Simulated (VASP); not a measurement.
# InSe (C2) in VASP: further runs

Runs on InSe. Level: PBE. Tasks: single point.

Everything below comes from runs of VASP 6.6.1. Logs are shortened: lines on timing, memory, paths and dates and some standing lists are left out, and cuts for length are marked.

### Step 1. The cell of the first run

It takes space group C2 (No. 5, monoclinic). The conventional cell has a = 11.487 Å, b = 4.125 Å, c = 5.708 Å, α = 90.00°, β = 108.24°, γ = 90.00°. In (site symmetry 1) has 3 Se at 2.60 to 2.79 Å and 1 In at 2.83 Å within 3.4 Å. Within 3.4 Å of Se (site symmetry 1) lie 3 In at 2.60 to 2.79 Å.

### Step 2. Single point, PBE (atoms displaced along a vibrational mode)

INCAR

```
  PREC = Accurate
  ENCUT = 520
  EDIFF = 1E-6
  ISMEAR = 0
  SIGMA = 0.05
  LREAL = F
  LASPH = T
  NELM = 60
  ALGO = Normal
  ISIF = 2
  LWAVE = F
  LCHARG = T
  GGA = PE
  LELF = T
  LVHAR = T
  NBANDS = 27
```

KPOINTS

```
Automatic mesh
0
Gamma
  8 8 6
```

POSCAR

```
InSe
1.0
    5.7418854575     -2.0623790766     -0.1306417848
    5.7418854575      2.0623790766     -0.1306417848
   -1.6623467844      0.0000000000      5.4603689881
In Se
2 2
Direct
    0.8758951401      0.8999067711      0.0533034054
    0.1000932289      0.1241048599      0.9466965946
    0.6837848324      0.6488736946      0.6952062322
    0.3511263054      0.3162151676      0.3047937678
```

Potentials or basis: VASP PAW PBE potentials, release 64 (In_d, Se).

On the command line:

```sh
$ cat potpaw_PBE.64/In_d/POTCAR potpaw_PBE.64/Se/POTCAR > POTCAR
$ mpirun -np 1 vasp_std > vasp.out
```

OUTCAR:

```text
PREC = Accurate
   ENCUT = 520
   EDIFF = 1E-6
   ISMEAR = 0
   LREAL = F
   LASPH = T
   NELM = 60
   ISIF = 2
   GGA = PE

 ion  position               nearest neighbor table
   1  0.876  0.900  0.053-   4 2.60   3 2.72   4 2.79   2 2.83   2 3.67   2 3.67
   2  0.100  0.124  0.947-   3 2.60   4 2.72   3 2.79   1 2.83   1 3.67   1 3.67
   3  0.684  0.649  0.695-   2 2.60   1 2.72   2 2.79
   4  0.351  0.316  0.305-   1 2.60   2 2.72   1 2.79

  LATTYP: Found a base centered monoclinic cell.
 ALAT       =    11.4867429471
 B/A-ratio  =     0.3590885747
 C/A-ratio  =     0.4969036053
 COS(beta)  =    -0.3129261517

  Lattice vectors:

 A1 = (   5.7418854575,  -2.0623790766,  -0.1306417848)
 A2 = (   5.7418854575,   2.0623790766,  -0.1306417848)
 A3 = (  -1.6623467844,   0.0000000000,   5.4603689881)

Analysis of symmetry for initial positions (statically):
=====================================================================
 Subroutine PRICEL returns:
 Original cell was already a primitive cell.

 Routine SETGRP: Setting up the symmetry group for a
 base centered monoclinic supercell.

 Subroutine GETGRP returns: Found  2 space group operations
 (whereof  2 operations were pure point group operations)
 out of a pool of  4 trial point group operations.

The static configuration has the point symmetry C_2 .

Analysis of symmetry for dynamics (positions and initial velocities):
=====================================================================
 Subroutine PRICEL returns:
 Original cell was already a primitive cell.

 Routine SETGRP: Setting up the symmetry group for a
 base centered monoclinic supercell.

 Subroutine GETGRP returns: Found  2 space group operations
 (whereof  2 operations were pure point group operations)
 out of a pool of  4 trial point group operations.

The dynamic configuration has the point symmetry C_2 .

 Subroutine INISYM returns: Found  2 space group operations
 (whereof  2 operations are pure point group operations),
 and found     1 'primitive' translations

----------------------------------------------------------------------------------------

                                     Primitive cell

  volume of cell :     128.4270

  direct lattice vectors                    reciprocal lattice vectors
     5.741885457 -2.062379077 -0.130641785     0.087686792 -0.242438456  0.026695239
     5.741885457  2.062379077 -0.130641785     0.087686792  0.242438456  0.026695239
    -1.662346784  0.000000000  5.460368988     0.004195892  0.000000000  0.184415198

  length of vectors
     6.102435853  6.102435853  5.707803984     0.259187219  0.259187219  0.184462925

  position of ions in fractional coordinates (direct lattice)
     0.875895140  0.899906771  0.053303405
     0.100093229  0.124104860  0.946696595
     0.683784832  0.648873695  0.695206232
     0.351126305  0.316215168  0.304793768

  ion indices of the primitive-cell ions
   primitive index   ion index
                 1           1
                 2           2
                 3           3
                 4           4

----------------------------------------------------------------------------------------

 KPOINTS: Automatic mesh

Automatic generation of k-mesh.
 Grid dimensions read from file:
 generate k-points for:    8    8    6

 Generating k-lattice:

  Cartesian coordinates                     Fractional coordinates (reciprocal lattice)
     0.010960849 -0.030304807  0.003336905     0.125000000 -0.000000000  0.000000000
     0.010960849  0.030304807  0.003336905    -0.000000000  0.125000000  0.000000000
     0.000699315  0.000000000  0.030735866     0.000000000  0.000000000  0.166666667

  Length of vectors
     0.032398402  0.032398402  0.030743821

  Shift w.r.t. Gamma in fractional coordinates (k-lattice)
     0.000000000  0.000000000  0.000000000

 Subroutine IBZKPT returns following result:
 ===========================================

 Found    114 irreducible k-points:

 Following reciprocal coordinates:
            Coordinates               Weight
  0.000000  0.000000  0.000000      1.000000
  0.125000 -0.000000  0.000000      4.000000
  0.250000 -0.000000  0.000000      4.000000
  0.375000 -0.000000  0.000000      4.000000
  0.500000 -0.000000  0.000000      2.000000
  0.125000  0.125000  0.000000      2.000000
[... 16 lines left out ...]
  0.125000 -0.000000  0.166667      4.000000
  0.250000 -0.000000  0.166667      4.000000
 [... further k-points ...]
   k-points           NKPTS =    114   k-points in BZ     NKDIM =    114   number of bands    NBANDS=     27
   number of dos      NEDOS =    301   number of ions     NIONS =      4
   total plane-waves  NPLWV =  96768
   dimension x,y,z NGX =    48 NGY =   48 NGZ =   42
   dimension x,y,z NGXF=    96 NGYF=   96 NGZF=   84
   ions per type =               2   2
   NGX,Y,Z   is equivalent  to a cutoff of  13.08, 13.08, 12.23 a.u.
   NGXF,Y,Z  is equivalent  to a cutoff of  26.15, 26.15, 24.47 a.u.
 SYSTEM =  unknown system
   PREC   = accura    normal or accurate (medium, high low for compatibility)
   ISTART =      0    job   : 0-new  1-cont  2-samecut
   ICHARG =      2    charge: 1-file 2-atom 10-const
   ISPIN  =      1    spin polarized calculation?
   LNONCOLLINEAR =      F non collinear calculations
   LSORBIT =      F    spin-orbit coupling
   LASPH  =      T    aspherical Exc in radial PAW
   ENCUT  =  520.0 eV  38.22 Ry    6.18 a.u.  11.35 11.35 10.61*2*pi/ulx,y,z
   NELM   =     60;   NELMIN=  2; NELMDL= -5     # of ELM steps
   EDIFF  = 0.1E-05   stopping-criterion for ELM
   LREAL  =      F    real-space projection
   EDIFFG = 0.1E-04   stopping-criterion for IOM
   NSW    =      0    number of steps for IOM
   IBRION =     -1    ionic relax: 0-MD 1-quasi-New 2-CG
   NFREE  =      0    steps in history (QN), initial steepest desc. (CG)
   ISIF   =      2    stress and relaxation
   ISYM   =      2    0-nonsym 1-usesym 2-fastsym
   POTIM  = 0.5000    time-step for ionic-motion
   TEBEG  =    0.0;   TEEND  =   0.0 temperature during run
   PSTRESS=    0.0 pullay stress
   NELECT =      38.0000    total number of electrons
   NUPDOWN=      -1.0000    fix difference up-down
   EMIN   =  10.00;   EMAX   =-10.00  energy-range for DOS
   EFERMI =   0.00;   METHOD = LEGACY
   ISMEAR =     0;   SIGMA  =   0.05  broadening in eV -4-tet -1-fermi 0-gaus
   EFERMI_NEDOS =   21; number of points for ismear=-14 and -15
   IALGO  =     38    algorithm
   IMIX   =      4    mixing-type and parameters
     AMIX     =   0.40;   BMIX     =  1.00
     AMIX_MAG =   1.60;   BMIX_MAG =  1.00
  volume/ion in A,a.u.               =      32.11       216.67
  Fermi-wavevector in a.u.,A,eV,Ry     =   1.090897  2.061497 16.191712  1.190057
  Thomas-Fermi vector in A             =   2.227131
   LORBIT       =      0    0 simple, 1 ext, 2 COOP (PROOUT), +10 PAW based schemes
   GGA     = PE    functional components
   LHFCALC =     F    Hartree Fock is set to
   AEXX    =    0.0000 exact exchange contribution
   IVDW    =     0    specifies the selected vdW correction
   LEPSILON=     F    determine dielectric tensor
   LRPA    =     F    only Hartree local field effects (RPA)
 non-spin polarized calculation
 Gauss-broadening in eV      SIGMA  =   0.05
  energy-cutoff  :      520.00
  volume of cell :      128.43
 maximum number of plane-waves:      3490
 NGX is ok and might be reduce to    48
   NGX = 23   NGY = 23   NGZ = 21

 number of electron      38.0000008 magnetization

 Free energy of the ion-electron system (eV)
  ---------------------------------------------------
  ext. energy  EPLUGINS =         0.00000000
  ---------------------------------------------------
  free energy    TOTEN  =       -14.02556205 eV

  energy without entropy =      -14.02556205  energy(sigma->0) =      -14.02556205

 E-fermi :   3.2941     XC(G=0):  -8.4397

 val. band max:        3.0596440414   @ k =   0.5000   0.5000   0.0000
 cond. band min:       4.1361029133   @ k =  -0.3750  -0.3750   0.1667
 fundamental gap:      1.0764588719
 Fermi energy:         3.2941234939

 k-point     1 :       0.0000    0.0000    0.0000
  band No.  band energies     occupation
      1     -11.5361      2.00000
      2     -11.4236      2.00000
      3     -11.2866      2.00000
      4     -11.2224      2.00000
      5     -11.1978      2.00000
      6     -11.1901      2.00000
[... 19 lines left out ...]
     26       9.4565      0.00000
     27      10.5679      0.00000

 k-point     2 :       0.1250   -0.0000    0.0000
  band No.  band energies     occupation
      1     -11.5335      2.00000
      2     -11.4229      2.00000
      3     -11.3265      2.00000
      4     -11.2144      2.00000
      5     -11.2089      2.00000
      6     -11.1827      2.00000
[... 19 lines left out ...]
     26       9.2960      0.00000
     27      10.7636      0.00000

 k-point     3 :       0.2500   -0.0000    0.0000
  band No.  band energies     occupation
      1     -11.5314      2.00000
      2     -11.4211      2.00000
      3     -11.3973      2.00000
      4     -11.2324      2.00000
      5     -11.1989      2.00000
      6     -11.1765      2.00000
[... 19 lines left out ...]
     26       9.8194      0.00000
     27      10.4822      0.00000

 k-point     4 :       0.3750   -0.0000    0.0000
  band No.  band energies     occupation
      1     -11.5419      2.00000
      2     -11.4400      2.00000
      3     -11.4190      2.00000
      4     -11.2546      2.00000
      5     -11.1955      2.00000
      6     -11.1875      2.00000
[... 19 lines left out ...]
     26       9.7285      0.00000
     27      10.6839      0.00000
[... 516 lines left out ...]
      4     -11.2219      2.00000
      5     -11.1981      2.00000
      6     -11.1902      2.00000
[... 19 lines left out ...]
     26       9.5738      0.00000
     27      10.3374      0.00000

 k-point    23 :       0.1250   -0.0000    0.1667
  band No.  band energies     occupation
      1     -11.5374      2.00000
      2     -11.4223      2.00000
      3     -11.3246      2.00000
      4     -11.2140      2.00000
      5     -11.2093      2.00000
      6     -11.1828      2.00000
[... 19 lines left out ...]
     26       9.4094      0.00000
     27      10.6272      0.00000

 k-point    24 :       0.2500   -0.0000    0.1667
  band No.  band energies     occupation
      1     -11.5369      2.00000
      2     -11.4205      2.00000
      3     -11.3928      2.00000
      4     -11.2333      2.00000
      5     -11.1985      2.00000
      6     -11.1760      2.00000
[... 19 lines left out ...]
     26      10.0424      0.00000
     27      10.8045      0.00000

 [... further k-points ...]

------------------------ aborting loop because EDIFF is reached ----------------------------------------

  FORCE on cell =-STRESS in cart. coord.  units (eV):
  Direction    XX          YY          ZZ          XY          YZ          ZX
  --------------------------------------------------------------------------------------
  -------------------------------------------------------------------------------------
  Total        0.1249981      0.3405043      0.2473165      0.0000000      0.0000000     -0.2113460
  in kB        1.5594001      4.2479251      3.0853704      0.0000000      0.0000000     -2.6366250
  external PRESSURE =       2.9642318 kB  Pullay stress =       0.0000000 kB

 VOLUME and BASIS-vectors are now :
 -----------------------------------------------------------------------------
  energy-cutoff  :      520.00
  volume of cell :      128.43
      direct lattice vectors                 reciprocal lattice vectors
     5.741885457 -2.062379077 -0.130641785     0.087686792 -0.242438456  0.026695239
     5.741885457  2.062379077 -0.130641785     0.087686792  0.242438456  0.026695239
    -1.662346784  0.000000000  5.460368988     0.004195892  0.000000000  0.184415198

 POSITION                                       TOTAL-FORCE (eV/Angst)
 -----------------------------------------------------------------------------------
     10.10784      0.04952      0.05906         0.074948     -0.500611     -0.092640
     -0.28642      0.04952      5.14002        -0.074948     -0.500611      0.092640
      6.49630     -0.07200      3.62198         0.074838      0.500611     -0.090559
      3.32513     -0.07200      1.57710        -0.074838      0.500611      0.090559
 -----------------------------------------------------------------------------------
    total drift:                                0.000000     -0.000198     -0.000000

  FREE ENERGIE OF THE ION-ELECTRON SYSTEM (eV)
  ---------------------------------------------------
  free  energy   TOTEN  =       -14.0255620480 eV

  energy  without entropy=      -14.0255620480  energy(sigma->0) =      -14.02556205
```

Run time: 3.7 min. Hardware: 1 thread of Intel Xeon 6975P-C (Granite Rapids), shared host; peak memory 0.53 GiB.

Results:

```
Free energy            : -14.0256 eV
Pressure               : 0.3 GPa
Largest force          : 0.515 eV/Å
Band gap on the k mesh : 1.08 eV (least direct gap 1.22 eV)
```

Forces in eV/Å, atoms in the order of the input:
```
In   0.075 -0.501 -0.093
In  -0.075 -0.501  0.093
Se   0.075  0.501 -0.091
Se  -0.075  0.501  0.091
```

Caveat: the cell differs from its parent crystal (atoms displaced along a vibrational mode); spin-orbit coupling is left out, which moves the levels of the heavy elements. A k mesh can miss the band edges.

(Continued in part 2 of 2.)
